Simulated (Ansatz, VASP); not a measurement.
## Two plane-wave programs on Co

```
Co
1.0
     2.48736    0.00000    0.00000
    -1.24368    2.15412    0.00000
     0.00000    0.00000    4.06329
Co
2
Direct
  0.33333 0.66667 0.74014
  0.66667 0.33333 0.25986
```

Alike in both runs: functional BLYP; k mesh 12 × 12 × 7; occupations fermi-dirac, width 0.05 eV; collinear spin.

```csv
,VASP,Ansatz
version,VASP 6.6.1,Ansatz 0.2.0
potentials or method,"VASP PAW PBE potentials, release 64 (Co)",Ansatz PAW
plane-wave cutoff (eV),520,420
valence electrons in the cell,18,34
task,single point,band structure
```

|  | VASP | Ansatz | Ansatz less VASP |
| --- | --- | --- | --- |
| gap on the k mesh at the Fermi level (eV) | none | none | - |
| pressure (GPa) | 9.4 | 9.8 | +0.43 |
| traceless stress, the component that is largest in VASP (GPa) | -1.96 | -1.96 | +0.006 |
| rms of the force components (eV/Å) | 0.301 | 0.301 | +0.0002 |
| net moment per atom (μB) | 1.59 | 1.61 | +0.012 |
| size of the moment on the site where the two differ most (μB) | 1.61 | 1.67 | +0.063 |

VASP's potentials were made for PBE, not for BLYP. Site moments also hang on the region over which each program counts them. Atom by atom the forces differ by 0.000 eV/Å (rms over components). A gap of «none» marks a metal or a gap that the smearing closes. VASP's potentials hold 18 valence electrons a cell and Ansatz's 34, so a difference there can come from the potentials and not from the codes.
